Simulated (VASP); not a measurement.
**TeW: single point with PBEsol**

TeW:

```
CELL_PARAMETERS angstrom
0.00000 2.78283 2.78283
2.78283 0.00000 2.78283
2.78283 2.78283 0.00000
ATOMIC_POSITIONS crystal
W 0.00000 0.00000 0.00000
Te 0.50000 0.50000 0.50000
```

| Quantity | Value |
| --- | --- |
| Program | VASP 6.6.1 |
| Task | single point |
| Functional | PBEsol |
| Potentials or basis | VASP PAW PBE potentials, release 64 (W_sv, Te) |
| Cutoff | 520 eV |
| k mesh | 14 × 14 × 14 |
| Occupations | gaussian, width 0.1 eV |
| Spin | collinear spin |
| Starting moments | [0.68, 0.0] μB |

```
Pressure                                              : 0.1 GPa
Net moment                                            : 1.88 μB per cell
Site moments                                          : W +1.50; Te -0.01 μB
Valence electrons inside the program's atomic spheres : W 11.97; Te 3.47
```

Levels at points of the mesh, in eV from the Fermi level:
Spin up:
| k point | band 7 | band 8 | band 9 | band 10 | band 11 | band 12 | band 13 | band 14 | band 15 | band 16 |
| --- | --- | --- | --- | --- | --- | --- | --- | --- | --- | --- |
| (0.00, 0.00, 0.00) | -2.11 | -2.11 | -1.67 | -1.67 | -1.34 | -1.34 | -1.34 | 2.56 | 6.35 | 10.72 |
| (0.50, 0.00, 0.00) | -5.03 | -5.03 | -0.48 | -0.48 | -0.26 | 2.24 | 4.77 | 4.77 | 5.19 | 5.19 |
| (0.50, 0.50, 0.00) | -3.53 | -3.36 | -3.36 | -0.88 | -0.77 | 0.16 | 0.16 | 2.24 | 8.80 | 10.60 |
Spin down:
| k point | band 7 | band 8 | band 9 | band 10 | band 11 | band 12 |
| --- | --- | --- | --- | --- | --- | --- |
| (0.00, 0.00, 0.00) | -1.23 | -1.23 | -1.11 | -1.11 | -1.11 | -0.78 |
| (0.50, 0.00, 0.00) | -4.54 | -4.54 | 0.68 | 0.68 | 0.87 | 2.55 |
| (0.50, 0.50, 0.00) | -3.17 | -3.17 | -2.70 | 0.06 | 0.09 | 1.41 |

Run time: 89 s on 1 thread of Intel(R) Xeon(R) 6975P-C (Granite Rapids), with other jobs on the host, peak memory 0.29 GiB.

Caveat: the PAW data sets were made with another functional, which shifts forces and pressure a little; spin-orbit coupling is left out, which moves the levels of the heavy elements.
